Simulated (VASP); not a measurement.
# Se (Pm-3m) in VASP: notebook

Se is run at these levels: PBE; tasks: single point, relaxation of cell and atoms.

All numbers are computed with VASP 6.6.1; they aren't measurements. Logs are shortened: lines on timing, memory, paths and dates and some standing lists are left out, and cuts for length are marked.

## 1. The cell of the first run

The structure is cubic, space group Pm-3m (No. 221). Conventional cell: a = 2.836 Å, b = 2.836 Å, c = 2.836 Å, α = 90.00°, β = 90.00°, γ = 90.00°. Within 3.7 Å of Se (site symmetry m-3m) lie 6 Se at 2.84 Å.

This isn't the form of Se at room conditions, which is trigonal, of chains.

## 2. Single point, PBE

The input, INCAR:

```
SYSTEM = Se
PREC = Accurate
ENCUT = 520
EDIFF = 1E-6
ISMEAR = -1
SIGMA = 0.05
LREAL = .FALSE.
LASPH = .TRUE.
NELM = 100
ALGO = Normal
ISIF = 2
LWAVE = .FALSE.
LCHARG = .TRUE.
GGA = PE
LELF = .TRUE.
LVHAR = .TRUE.
NBANDS = 9
```

The input, KPOINTS:

```
regular mesh
0
G
  9 9 9
  0 0 0
```

The input, POSCAR:

```
Se
1.0
    2.8364974649      0.0000000000      0.0000000000
    0.0000000000      2.8364974649      0.0000000000
    0.0000000000      0.0000000000      2.8364974649
Se
1
Direct
    0.0000000000      0.0000000000      0.0000000000
```

Potentials or basis: VASP PAW PBE potentials, release 64 (Se).

The run is started by

```console
> cat potpaw_PBE.64/Se/POTCAR > POTCAR
> mpirun -np 1 vasp_std > vasp.out
```

OUTCAR:

```text
SYSTEM = Se
   PREC = Accurate
   ENCUT = 520
   EDIFF = 1E-6
   ISMEAR = -1
   LREAL = .FALSE.
   LASPH = .TRUE.
   NELM = 100
   ISIF = 2
   GGA = PE

 ion  position               nearest neighbor table
   1  0.000  0.000  0.000-

  LATTYP: Found a simple cubic cell.
 ALAT       =     2.8364974649

  Lattice vectors:

 A1 = (   2.8364974649,   0.0000000000,   0.0000000000)
 A2 = (   0.0000000000,   2.8364974649,   0.0000000000)
 A3 = (   0.0000000000,   0.0000000000,   2.8364974649)

Analysis of symmetry for initial positions (statically):
=====================================================================
 Subroutine PRICEL returns:
 Original cell was already a primitive cell.

 Routine SETGRP: Setting up the symmetry group for a
 simple cubic supercell.

 Subroutine GETGRP returns: Found 48 space group operations
 (whereof 48 operations were pure point group operations)
 out of a pool of 48 trial point group operations.

The static configuration has the point symmetry O_h .

Analysis of symmetry for dynamics (positions and initial velocities):
=====================================================================
 Subroutine PRICEL returns:
 Original cell was already a primitive cell.

 Routine SETGRP: Setting up the symmetry group for a
 simple cubic supercell.

 Subroutine GETGRP returns: Found 48 space group operations
 (whereof 48 operations were pure point group operations)
 out of a pool of 48 trial point group operations.

The dynamic configuration has the point symmetry O_h .

 Subroutine INISYM returns: Found 48 space group operations
 (whereof 48 operations are pure point group operations),
 and found     1 'primitive' translations

----------------------------------------------------------------------------------------

                                     Primitive cell

  volume of cell :      22.8217

  direct lattice vectors                    reciprocal lattice vectors
     2.836497465  0.000000000  0.000000000     0.352547468  0.000000000  0.000000000
     0.000000000  2.836497465  0.000000000     0.000000000  0.352547468  0.000000000
     0.000000000  0.000000000  2.836497465     0.000000000  0.000000000  0.352547468

  length of vectors
     2.836497465  2.836497465  2.836497465     0.352547468  0.352547468  0.352547468

  position of ions in fractional coordinates (direct lattice)
     0.000000000  0.000000000  0.000000000

  ion indices of the primitive-cell ions
   primitive index   ion index
                 1           1

----------------------------------------------------------------------------------------

 KPOINTS: regular mesh

Automatic generation of k-mesh.
 Grid dimensions read from file:
 generate k-points for:    9    9    9

 Generating k-lattice:

  Cartesian coordinates                     Fractional coordinates (reciprocal lattice)
     0.039171941  0.000000000  0.000000000     0.111111111  0.000000000  0.000000000
     0.000000000  0.039171941  0.000000000     0.000000000  0.111111111  0.000000000
     0.000000000  0.000000000  0.039171941     0.000000000  0.000000000  0.111111111

  Length of vectors
     0.039171941  0.039171941  0.039171941

  Shift w.r.t. Gamma in fractional coordinates (k-lattice)
     0.000000000  0.000000000  0.000000000

 Subroutine IBZKPT returns following result:
 ===========================================

 Found     35 irreducible k-points:

 Following reciprocal coordinates:
            Coordinates               Weight
  0.000000  0.000000  0.000000      1.000000
  0.111111  0.000000  0.000000      6.000000
  0.222222  0.000000  0.000000      6.000000
  0.333333  0.000000  0.000000      6.000000
  0.444444  0.000000  0.000000      6.000000
  0.111111  0.111111  0.000000     12.000000
[... 16 lines left out ...]
  0.333333  0.333333  0.111111     24.000000
  0.444444  0.333333  0.111111     48.000000
 [... further k-points ...]
   k-points           NKPTS =     35   k-points in BZ     NKDIM =     35   number of bands    NBANDS=      9
   number of dos      NEDOS =    301   number of ions     NIONS =      1
   total plane-waves  NPLWV =  13824
   dimension x,y,z NGX =    24 NGY =   24 NGZ =   24
   dimension x,y,z NGXF=    48 NGYF=   48 NGZF=   48
   ions per type =               1
   NGX,Y,Z   is equivalent  to a cutoff of  14.07, 14.07, 14.07 a.u.
   NGXF,Y,Z  is equivalent  to a cutoff of  28.13, 28.13, 28.13 a.u.
 SYSTEM =  Se
   PREC   = accura    normal or accurate (medium, high low for compatibility)
   ISTART =      0    job   : 0-new  1-cont  2-samecut
   ICHARG =      2    charge: 1-file 2-atom 10-const
   ISPIN  =      1    spin polarized calculation?
   LNONCOLLINEAR =      F non collinear calculations
   LSORBIT =      F    spin-orbit coupling
   LASPH  =      T    aspherical Exc in radial PAW
   ENCUT  =  520.0 eV  38.22 Ry    6.18 a.u.   5.27  5.27  5.27*2*pi/ulx,y,z
   NELM   =    100;   NELMIN=  2; NELMDL= -5     # of ELM steps
   EDIFF  = 0.1E-05   stopping-criterion for ELM
   LREAL  =      F    real-space projection
   EDIFFG = 0.1E-04   stopping-criterion for IOM
   NSW    =      0    number of steps for IOM
   IBRION =     -1    ionic relax: 0-MD 1-quasi-New 2-CG
   NFREE  =      0    steps in history (QN), initial steepest desc. (CG)
   ISIF   =      2    stress and relaxation
   ISYM   =      2    0-nonsym 1-usesym 2-fastsym
   POTIM  = 0.5000    time-step for ionic-motion
   TEBEG  =    0.0;   TEEND  =   0.0 temperature during run
   PSTRESS=    0.0 pullay stress
   NELECT =       6.0000    total number of electrons
   NUPDOWN=      -1.0000    fix difference up-down
   EMIN   =  10.00;   EMAX   =-10.00  energy-range for DOS
   EFERMI =   0.00;   METHOD = LEGACY
   ISMEAR =    -1;   SIGMA  =   0.05  broadening in eV -4-tet -1-fermi 0-gaus
   EFERMI_NEDOS =   21; number of points for ismear=-14 and -15
   IALGO  =     38    algorithm
   IMIX   =      4    mixing-type and parameters
     AMIX     =   0.40;   BMIX     =  1.00
     AMIX_MAG =   1.60;   BMIX_MAG =  1.00
  volume/ion in A,a.u.               =      22.82       154.01
  Fermi-wavevector in a.u.,A,eV,Ry     =   1.048760  1.981869 14.965019  1.099898
  Thomas-Fermi vector in A             =   2.183695
   LORBIT       =      0    0 simple, 1 ext, 2 COOP (PROOUT), +10 PAW based schemes
   GGA     = PE    functional components
   LHFCALC =     F    Hartree Fock is set to
   AEXX    =    0.0000 exact exchange contribution
   IVDW    =     0    specifies the selected vdW correction
   LEPSILON=     F    determine dielectric tensor
   LRPA    =     F    only Hartree local field effects (RPA)
 non-spin polarized calculation
  energy-cutoff  :      520.00
  volume of cell :       22.82
 maximum number of plane-waves:       630
 NGX is ok and might be reduce to    24
   NGX = 11   NGY = 11   NGZ = 11

 number of electron       5.9999999 magnetization

 Free energy of the ion-electron system (eV)
  ---------------------------------------------------
  ext. energy  EPLUGINS =         0.00000000
  ---------------------------------------------------
  free energy    TOTEN  =        -3.33340444 eV

  energy without entropy =       -3.32699936  energy(sigma->0) =       -3.33020190

 E-fermi :   4.5796     XC(G=0):  -9.8702

 val. band max:        4.5059441798   @ k =   0.4444   0.3333   0.2222
 cond. band min:       4.6161078037   @ k =   0.1111   0.1111   0.1111
 fundamental gap:      0.1101636239
 Fermi energy:         4.5796387368

 k-point     1 :       0.0000    0.0000    0.0000
  band No.  band energies     occupation
      1     -11.3662      2.00000
      2       5.9606      0.00000
      3       5.9606      0.00000
      4       5.9606      0.00000
      5      12.3666      0.00000
      6      12.3666      0.00000
      7      12.3969      0.00000
      8      26.6626      0.00000
      9      26.6626      0.00000

 k-point     2 :       0.1111    0.0000    0.0000
  band No.  band energies     occupation
      1     -11.1945      2.00000
      2       4.3382      1.98414
      3       6.0949      0.00000
      4       6.0949      0.00000
      5      12.5415      0.00000
      6      12.5960      0.00000
      7      14.3602      0.00000
      8      24.2778      0.00000
      9      24.2778      0.00000

 k-point     3 :       0.2222    0.0000    0.0000
  band No.  band energies     occupation
      1     -10.7075      2.00000
      2       1.6767      2.00000
      3       6.4616      0.00000
      4       6.4616      0.00000
      5      13.0418      0.00000
      6      13.2191      0.00000
      7      17.8267      0.00000
      8      21.5531      0.00000
      9      21.5531      0.00000

 k-point     4 :       0.3333    0.0000    0.0000
  band No.  band energies     occupation
      1     -10.0186      2.00000
      2      -0.6391      2.00000
      3       6.9381      0.00000
      4       6.9381      0.00000
      5      13.7633      0.00000
      6      14.2432      0.00000
      7      19.0960      0.00000
      8      19.4449      0.00000
      9      19.4449      0.00000

 k-point     5 :       0.4444    0.0000    0.0000
  band No.  band energies     occupation
      1      -9.4328      2.00000
      2      -2.0671      2.00000
      3       7.2963      0.00000
      4       7.2963      0.00000
      5      14.3987      0.00000
      6      15.5878      0.00000
      7      17.6094      0.00000
      8      18.2604      0.00000
      9      18.2604      0.00000

 k-point     6 :       0.1111    0.1111    0.0000
  band No.  band energies     occupation
      1     -11.0230      2.00000
      2       4.4726      1.78956
      3       4.5015      1.65358
      4       6.2285      0.00000
      5      12.7588      0.00000
      6      14.4211      0.00000
      7      14.6083      0.00000
      8      22.1046      0.00000
      9      24.0367      0.00000
[... 169 lines left out ...]
 k-point    21 :       0.3333    0.2222    0.1111
  band No.  band energies     occupation
      1      -9.1932      2.00000
      2       0.1474      2.00000
      3       3.0447      2.00000
      4       5.9865      0.00000
      5      13.0823      0.00000
      6      16.1987      0.00000
      7      17.7473      0.00000
      8      19.4814      0.00000
      9      21.5132      0.00000

 k-point    22 :       0.4444    0.2222    0.1111
  band No.  band energies     occupation
      1      -8.6096      2.00000
      2      -1.2698      2.00000
      3       3.5322      2.00000
      4       6.4065      0.00000
      5      11.8677      0.00000
      6      15.7884      0.00000
      7      17.5279      0.00000
      8      19.9906      0.00000
      9      22.3444      0.00000

 k-point    23 :       0.3333    0.3333    0.1111
  band No.  band energies     occupation
      1      -8.5084      2.00000
      2       0.7503      2.00000
      3       0.8093      2.00000
      4       6.5015      0.00000
      5      10.9081      0.00000
      6      16.6415      0.00000
      7      18.1974      0.00000
      8      18.7244      0.00000
      9      24.3272      0.00000

 k-point    24 :       0.4444    0.3333    0.1111
  band No.  band energies     occupation
      1      -7.9260      2.00000
      2      -0.6274      2.00000
      3       1.2953      2.00000
      4       6.8998      0.00000
      5       9.5659      0.00000
      6      16.5108      0.00000
      7      17.8808      0.00000
      8      19.2975      0.00000
      9      24.1549      0.00000

 [... further k-points ...]

------------------------ aborting loop because EDIFF is reached ----------------------------------------

  FORCE on cell =-STRESS in cart. coord.  units (eV):
  Direction    XX          YY          ZZ          XY          YZ          ZX
  --------------------------------------------------------------------------------------
  -------------------------------------------------------------------------------------
  Total        0.0016704      0.0016704      0.0016704      0.0000000      0.0000000     -0.0000000
  in kB        0.1172671      0.1172671      0.1172671      0.0000000      0.0000000     -0.0000000
  external PRESSURE =       0.1172671 kB  Pullay stress =       0.0000000 kB

 VOLUME and BASIS-vectors are now :
 -----------------------------------------------------------------------------
  energy-cutoff  :      520.00
  volume of cell :       22.82
      direct lattice vectors                 reciprocal lattice vectors
     2.836497465  0.000000000  0.000000000     0.352547468  0.000000000  0.000000000
     0.000000000  2.836497465  0.000000000     0.000000000  0.352547468  0.000000000
     0.000000000  0.000000000  2.836497465     0.000000000  0.000000000  0.352547468

 POSITION                                       TOTAL-FORCE (eV/Angst)
 -----------------------------------------------------------------------------------
      0.00000      0.00000      0.00000         0.000000      0.000000      0.000000
 -----------------------------------------------------------------------------------
    total drift:                               -0.000000      0.000000      0.000000

  FREE ENERGIE OF THE ION-ELECTRON SYSTEM (eV)
  ---------------------------------------------------
  free  energy   TOTEN  =        -3.3334044373 eV

  energy  without entropy=       -3.3269993574  energy(sigma->0) =       -3.33020190
```

It took 10 s on 1 thread of Intel Xeon 8259CL, shared host; peak memory 0.14 GiB.

Results:

- Free energy: -3.3334 eV
- Pressure: 0.0 GPa
- Band gap on the k mesh: zero (bands 3 and 4 overlap by 5.89 eV)

Levels at points of the mesh, in eV from the Fermi level:
| k point | band 1 | band 2 | band 3 | band 4 | band 5 | band 6 | band 7 |
| --- | --- | --- | --- | --- | --- | --- | --- |
| (0.00, 0.00, 0.00) | -15.95 | 1.38 | 1.38 | 1.38 | 7.79 | 7.79 | 7.82 |

## 3. Relaxation of cell and atoms, PBE

This run uses another cell than the first one, of 23.15 Å³/atom.

The input, INCAR:

```
SYSTEM = Se
PREC = Accurate ; ENCUT = 600
EDIFF = 1E-6 ; ISMEAR = -1
SIGMA = 0.05 ; LREAL = .FALSE.
LASPH = .TRUE. ; NELM = 80
ALGO = Normal ; ISIF = 3
LWAVE = .FALSE. ; LCHARG = .FALSE.
GGA = PE ; IBRION = 2
NSW = 80 ; EDIFFG = -0.02
```

KPOINTS is that of step 2.

The input, POSCAR:

```
Se
1.0
    2.8500000000      0.0000000000      0.0000000000
    0.0000000000      2.8500000000      0.0000000000
    0.0000000000      0.0000000000      2.8500000000
Se
1
Direct
    0.0000000000      0.0000000000      0.0000000000
```

Potentials or basis: VASP PAW PBE potentials, release 64 (Se).

The run is started by

```console
> cat potpaw_PBE.64/Se/POTCAR > POTCAR
> mpirun -np 1 vasp_std > vasp.out
```

It took 13 s on 1 thread of Intel Xeon 8259CL, shared host; peak memory 0.14 GiB.

It converged, with:

| Quantity | Value |
| --- | --- |
| Free energy | -3.3334 eV |
| Relaxed volume | 22.82 Å³/atom |
| Relaxed cell | a = 2.837 Å, b = 2.837 Å, c = 2.837 Å, α = 90.00°, β = 90.00°, γ = 90.00° |
| Space group after relaxing (to 0.1 Å) | Pm-3m (No. 221) |
| Energy gained by relaxing | 1.0 meV/atom |
| Ionic steps | 3 |
| Pressure after relaxing | 0.0 GPa |
| Band gap on the k mesh | zero (bands 3 and 4 overlap by 5.89 eV) |

The path:
```csv
step,energy change (eV),largest force (eV/Å),pressure (GPa),volume (Å³)
1,0.0000,0.0000,-0.95,23.15
2,-0.0008,0.0000,0.41,22.69
3,-0.0010,0.0000,0.02,22.82
```

Final structure:
```
CELL_PARAMETERS angstrom
2.83654 0.00000 0.00000
0.00000 2.83654 0.00000
0.00000 0.00000 2.83654
ATOMIC_POSITIONS crystal
Se 0.00000 0.00000 0.00000
```

Levels at points of the mesh, in eV from the Fermi level:
```
           k point  band 1  band 2  band 3  band 4  band 5  band 6  band 7
(0.00, 0.00, 0.00)  -15.95    1.38    1.38    1.38    7.79    7.79    7.82
```
